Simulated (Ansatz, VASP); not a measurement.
**Be in VASP and in Ansatz**

```xyz
4
Lattice="3.7468 0.0000 0.0000 0.0000 3.7468 0.0000 0.0000 0.0000 2.2813" Properties=species:S:1:pos:R:3 pbc="T T T"
Be    1.1003    1.0794   -0.0652
Be    2.6164    2.6732   -0.0337
Be    0.7822    2.8950    1.2517
Be    2.9948    0.8461    1.1286
```

Alike in both runs: task single point; functional LDA; k mesh 4 × 4 × 6; no spin polarisation.

|  | VASP | Ansatz |
| --- | --- | --- |
| version | VASP 6.6.1 | Ansatz 0.2.0 |
| potentials or method | VASP PAW LDA potentials, release 64 (Be), cutoff 600 eV | plane waves, PAW |
| occupations | fermi-dirac, width 0.1 eV | fermi-dirac |
| valence electrons in the cell | 8 | 8 |

Ansatz gave:

```
rms of the force components (eV/Å) : 0.503
```

**Question.** What did VASP give for the same quantities?

**Answer.** rms of the force components (eV/Å): 0.505.

LDA's correlation is that of Perdew and Zunger in VASP and of Perdew and Wang (1992) in Ansatz. Atom by atom the forces differ by 0.001 eV/Å (rms over components).

The k mesh is coarse, so the values compare programs but aren't converged.
